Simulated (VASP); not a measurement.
# Re (P6_3/mmc) in VASP: notebook

Re is run at these levels: LDA; tasks: single point.

Everything below comes from runs of VASP 6.6.1. Logs are shortened: lines on timing, memory, paths and dates and some standing lists are left out, and cuts for length are marked.

### Step 1. The cell of the first run

It takes space group P6_3/mmc (No. 194, hexagonal). Conventional cell: a = 2.568 Å, b = 2.568 Å, c = 4.106 Å, α = 90.00°, β = 90.00°, γ = 120.00°. Re (site symmetry -6m2) has 12 Re at 2.53 to 2.57 Å within 3.3 Å.

### Step 2. Single point, LDA (11.72 Å³/atom)

INCAR reads:

```
SYSTEM = Re
PREC     = Accurate       ! precision mode
ENCUT    = 520            ! plane-wave cutoff, eV
EDIFF    = 1E-6           ! SCF threshold, eV
ISMEAR   = -1             ! smearing method
SIGMA    = 0.05           ! smearing width, eV
LREAL    = .FALSE.        ! projectors in reciprocal space
LASPH    = .TRUE.         ! aspherical terms in the spheres
NELM     = 80             ! most SCF steps
ALGO     = Normal         ! electronic algorithm
ISIF     = 2              ! what is computed and relaxed
LWAVE    = .FALSE.        ! write WAVECAR
LCHARG   = .FALSE.        ! write CHGCAR
GGA      = CA             ! functional
NBANDS   = 14             ! bands
```

KPOINTS reads:

```
regular mesh
0
G
  14 14 8
  0 0 0
```

POSCAR reads:

```
Re
1.0
    2.5677224212      0.0000000000      0.0000000000
   -1.2838612106      2.2237128466      0.0000000000
    0.0000000000      0.0000000000      4.1057498614
Re
2
Direct
    0.3333333333      0.6666666667      0.2500000000
    0.6666666667      0.3333333333      0.7500000000
```

Potentials or basis: VASP PAW LDA potentials, release 64 (Re).

Command:

```bash
cat potpaw_LDA.64/Re/POTCAR > POTCAR
mpirun -np 1 vasp_std > vasp.out
```

OUTCAR:

```text
SYSTEM = Re
   PREC = Accurate
   ENCUT = 520
   EDIFF = 1E-6
   ISMEAR = -1
   LREAL = .FALSE.
   LASPH = .TRUE.
   NELM = 80
   ISIF = 2
   GGA = CA

 ion  position               nearest neighbor table
   1  0.333  0.667  0.250-   2 2.53   2 2.53   2 2.53   2 2.53   2 2.53   2 2.53
   2  0.667  0.333  0.750-   1 2.53   1 2.53   1 2.53   1 2.53   1 2.53   1 2.53

  LATTYP: Found a hexagonal cell.
 ALAT       =     2.5677224212
 C/A-ratio  =     1.5989850879

  Lattice vectors:

 A1 = (   2.5677224212,   0.0000000000,   0.0000000000)
 A2 = (  -1.2838612106,   2.2237128466,   0.0000000000)
 A3 = (   0.0000000000,   0.0000000000,   4.1057498614)

Analysis of symmetry for initial positions (statically):
=====================================================================
 Subroutine PRICEL returns:
 Original cell was already a primitive cell.

 Routine SETGRP: Setting up the symmetry group for a
 hexagonal supercell.

 Subroutine GETGRP returns: Found 24 space group operations
 (whereof 12 operations were pure point group operations)
 out of a pool of 24 trial point group operations.

The static configuration has the point symmetry D_3d.
 The point group associated with its full space group is D_6h.

Analysis of symmetry for dynamics (positions and initial velocities):
=====================================================================
 Subroutine PRICEL returns:
 Original cell was already a primitive cell.

 Routine SETGRP: Setting up the symmetry group for a
 hexagonal supercell.

 Subroutine GETGRP returns: Found 24 space group operations
 (whereof 12 operations were pure point group operations)
 out of a pool of 24 trial point group operations.

The dynamic configuration has the point symmetry D_3d.
 The point group associated with its full space group is D_6h.

 Subroutine INISYM returns: Found 24 space group operations
 (whereof 12 operations are pure point group operations),
 and found     1 'primitive' translations

----------------------------------------------------------------------------------------

                                     Primitive cell

  volume of cell :      23.4433

  direct lattice vectors                    reciprocal lattice vectors
     2.567722421  0.000000000  0.000000000     0.389450196  0.224849175  0.000000000
    -1.283861211  2.223712847  0.000000000     0.000000000  0.449698351  0.000000000
     0.000000000  0.000000000  4.105749861     0.000000000  0.000000000  0.243560868

  length of vectors
     2.567722421  2.567722421  4.105749861     0.449698351  0.449698351  0.243560868

  position of ions in fractional coordinates (direct lattice)
     0.333333333  0.666666667  0.250000000
     0.666666667  0.333333333  0.750000000

  ion indices of the primitive-cell ions
   primitive index   ion index
                 1           1
                 2           2

----------------------------------------------------------------------------------------

 KPOINTS: regular mesh

Automatic generation of k-mesh.
 Grid dimensions read from file:
 generate k-points for:   14   14    8

 Generating k-lattice:

  Cartesian coordinates                     Fractional coordinates (reciprocal lattice)
     0.027817871  0.016060655  0.000000000     0.071428571  0.000000000  0.000000000
     0.000000000  0.032121311  0.000000000     0.000000000  0.071428571  0.000000000
     0.000000000  0.000000000  0.030445108     0.000000000  0.000000000  0.125000000

  Length of vectors
     0.032121311  0.032121311  0.030445108

  Shift w.r.t. Gamma in fractional coordinates (k-lattice)
     0.000000000  0.000000000  0.000000000

 Subroutine IBZKPT returns following result:
 ===========================================

 Found    120 irreducible k-points:

 Following reciprocal coordinates:
            Coordinates               Weight
  0.000000  0.000000  0.000000      1.000000
  0.071429  0.000000  0.000000      6.000000
  0.142857  0.000000  0.000000      6.000000
  0.214286  0.000000  0.000000      6.000000
  0.285714  0.000000  0.000000      6.000000
  0.357143  0.000000  0.000000      6.000000
[... 16 lines left out ...]
  0.285714  0.285714  0.000000      6.000000
  0.357143  0.285714  0.000000      6.000000
 [... further k-points ...]
   k-points           NKPTS =    120   k-points in BZ     NKDIM =    120   number of bands    NBANDS=     14
   number of dos      NEDOS =    301   number of ions     NIONS =      2
   total plane-waves  NPLWV =  12800
   dimension x,y,z NGX =    20 NGY =   20 NGZ =   32
   dimension x,y,z NGXF=    40 NGYF=   40 NGZF=   64
   ions per type =               2
   NGX,Y,Z   is equivalent  to a cutoff of  12.95, 12.95, 12.96 a.u.
   NGXF,Y,Z  is equivalent  to a cutoff of  25.90, 25.90, 25.91 a.u.
 SYSTEM =  Re
   PREC   = accura    normal or accurate (medium, high low for compatibility)
   ISTART =      0    job   : 0-new  1-cont  2-samecut
   ICHARG =      2    charge: 1-file 2-atom 10-const
   ISPIN  =      1    spin polarized calculation?
   LNONCOLLINEAR =      F non collinear calculations
   LSORBIT =      F    spin-orbit coupling
   LASPH  =      T    aspherical Exc in radial PAW
   ENCUT  =  520.0 eV  38.22 Ry    6.18 a.u.   4.77  4.77  7.63*2*pi/ulx,y,z
   NELM   =     80;   NELMIN=  2; NELMDL= -5     # of ELM steps
   EDIFF  = 0.1E-05   stopping-criterion for ELM
   LREAL  =      F    real-space projection
   EDIFFG = 0.1E-04   stopping-criterion for IOM
   NSW    =      0    number of steps for IOM
   IBRION =     -1    ionic relax: 0-MD 1-quasi-New 2-CG
   NFREE  =      0    steps in history (QN), initial steepest desc. (CG)
   ISIF   =      2    stress and relaxation
   ISYM   =      2    0-nonsym 1-usesym 2-fastsym
   POTIM  = 0.5000    time-step for ionic-motion
   TEBEG  =    0.0;   TEEND  =   0.0 temperature during run
   PSTRESS=    0.0 pullay stress
   NELECT =      14.0000    total number of electrons
   NUPDOWN=      -1.0000    fix difference up-down
   EMIN   =  10.00;   EMAX   =-10.00  energy-range for DOS
   EFERMI =   0.00;   METHOD = LEGACY
   ISMEAR =    -1;   SIGMA  =   0.05  broadening in eV -4-tet -1-fermi 0-gaus
   EFERMI_NEDOS =   21; number of points for ismear=-14 and -15
   IALGO  =     38    algorithm
   IMIX   =      4    mixing-type and parameters
     AMIX     =   0.40;   BMIX     =  1.00
     AMIX_MAG =   1.60;   BMIX_MAG =  1.00
  volume/ion in A,a.u.               =      11.72        79.10
  Fermi-wavevector in a.u.,A,eV,Ry     =   1.378620  2.605213 25.859121  1.900592
  Thomas-Fermi vector in A             =   2.503664
   LORBIT       =      0    0 simple, 1 ext, 2 COOP (PROOUT), +10 PAW based schemes
   GGA     = CA    functional components
   LHFCALC =     F    Hartree Fock is set to
   AEXX    =    0.0000 exact exchange contribution
   IVDW    =     0    specifies the selected vdW correction
   LEPSILON=     F    determine dielectric tensor
   LRPA    =     F    only Hartree local field effects (RPA)
 non-spin polarized calculation
  energy-cutoff  :      520.00
  volume of cell :       23.44
 maximum number of plane-waves:       656
 NGX is ok and might be reduce to    20
   NGX =  9   NGY =  9   NGZ = 15

 number of electron      13.9999999 magnetization

 Free energy of the ion-electron system (eV)
  ---------------------------------------------------
  ext. energy  EPLUGINS =         0.00000000
  ---------------------------------------------------
  free energy    TOTEN  =       -25.69804485 eV

  energy without entropy =      -25.68674673  energy(sigma->0) =      -25.69239579

 E-fermi :  11.0176     XC(G=0): -15.0963

 val. band max:       11.0014309796   @ k =   0.0714   0.0000   0.1250
 cond. band min:      11.0293611807   @ k =   0.3571   0.2857   0.5000
 fundamental gap:      0.0279302012
 Fermi energy:        11.0175920687

 k-point     1 :       0.0000    0.0000    0.0000
  band No.  band energies     occupation
      1      -0.3020      2.00000
      2       2.5167      2.00000
      3       8.6152      2.00000
      4       8.6152      2.00000
      5       8.8385      2.00000
      6       9.8595      2.00000
      7       9.8595      2.00000
      8      10.9962      1.21047
      9      10.9962      1.21047
     10      12.7269      0.00000
     11      15.4653      0.00000
     12      15.4653      0.00000
     13      24.2995      0.00000
     14      25.3192      0.00000

 k-point     2 :       0.0714    0.0000    0.0000
  band No.  band energies     occupation
      1      -0.0254      2.00000
      2       2.7738      2.00000
      3       7.9992      2.00000
      4       8.8735      2.00000
      5       9.3534      2.00000
      6       9.6631      2.00000
      7      10.1076      2.00000
      8      10.5346      1.99987
      9      10.7622      1.98797
     10      11.8045      0.00000
     11      15.6530      0.00000
     12      16.8382      0.00000
     13      24.4405      0.00000
     14      25.9632      0.00000

 k-point     3 :       0.1429    0.0000    0.0000
  band No.  band energies     occupation
      1       0.7473      2.00000
      2       3.4335      2.00000
      3       7.2318      2.00000
      4       9.0133      2.00000
      5       9.1198      2.00000
      6       9.6343      2.00000
      7      10.1307      2.00000
      8      10.2008      2.00000
      9      10.8347      1.94970
     10      11.0682      0.53313
     11      16.0757      0.00000
     12      19.1077      0.00000
     13      24.5542      0.00000
     14      27.7110      0.00000
[... 324 lines left out ...]
 k-point    23 :       0.2857    0.2857    0.0000
  band No.  band energies     occupation
      1       3.7790      2.00000
      2       5.4696      2.00000
      3       5.9543      2.00000
      4       6.7468      2.00000
      5       7.8309      2.00000
      6       8.8709      2.00000
      7      10.6796      1.99768
      8      14.1851      0.00000
      9      16.0522      0.00000
     10      16.0536      0.00000
     11      19.7565      0.00000
     12      20.4222      0.00000
     13      22.1201      0.00000
     14      27.3398      0.00000

 k-point    24 :       0.3571    0.2857    0.0000
  band No.  band energies     occupation
      1       3.6546      2.00000
      2       5.7823      2.00000
      3       5.8814      2.00000
      4       7.0050      2.00000
      5       8.0342      2.00000
      6       8.5114      2.00000
      7      10.9883      1.28481
      8      14.8799      0.00000
      9      15.5839      0.00000
     10      15.9766      0.00000
     11      19.5660      0.00000
     12      19.7270      0.00000
     13      21.8355      0.00000
     14      29.0387      0.00000

 [... further k-points ...]

------------------------ aborting loop because EDIFF is reached ----------------------------------------

  FORCE on cell =-STRESS in cart. coord.  units (eV):
  Direction    XX          YY          ZZ          XY          YZ          ZX
  --------------------------------------------------------------------------------------
  -------------------------------------------------------------------------------------
  Total       18.9251060     18.9251060     20.0023701      0.0000000      0.0000000      0.0000000
  in kB     1293.3904113   1293.3904113   1367.0134159      0.0000000      0.0000000      0.0000000
  external PRESSURE =    1317.9314128 kB  Pullay stress =       0.0000000 kB

 VOLUME and BASIS-vectors are now :
 -----------------------------------------------------------------------------
  energy-cutoff  :      520.00
  volume of cell :       23.44
      direct lattice vectors                 reciprocal lattice vectors
     2.567722421  0.000000000  0.000000000     0.389450196  0.224849175  0.000000000
    -1.283861211  2.223712847  0.000000000     0.000000000  0.449698351  0.000000000
     0.000000000  0.000000000  4.105749861     0.000000000  0.000000000  0.243560868

 POSITION                                       TOTAL-FORCE (eV/Angst)
 -----------------------------------------------------------------------------------
     -0.00000      1.48248      1.02644         0.000000      0.000000      0.000000
      1.28386      0.74124      3.07931        -0.000000      0.000000      0.000000
 -----------------------------------------------------------------------------------
    total drift:                                0.000000     -0.000000     -0.000000

  FREE ENERGIE OF THE ION-ELECTRON SYSTEM (eV)
  ---------------------------------------------------
  free  energy   TOTEN  =       -25.6980448476 eV

  energy  without entropy=      -25.6867467268  energy(sigma->0) =      -25.69239579
```

Wall time 24 s (1 thread of AMD EPYC 7R13 (Zen 3), shared host); peak memory 0.12 GiB.

Results:

| Item | Value |
| --- | --- |
| Free energy | -25.6980 eV |
| Pressure | 131.8 GPa |
| Band gap on the k mesh | zero (bands 7 and 8 overlap by 4.69 eV) |

Caveat: the cell stands under pressure; spin-orbit coupling is left out, which moves the levels of the heavy elements.

(Continued in part 2 of 2.)
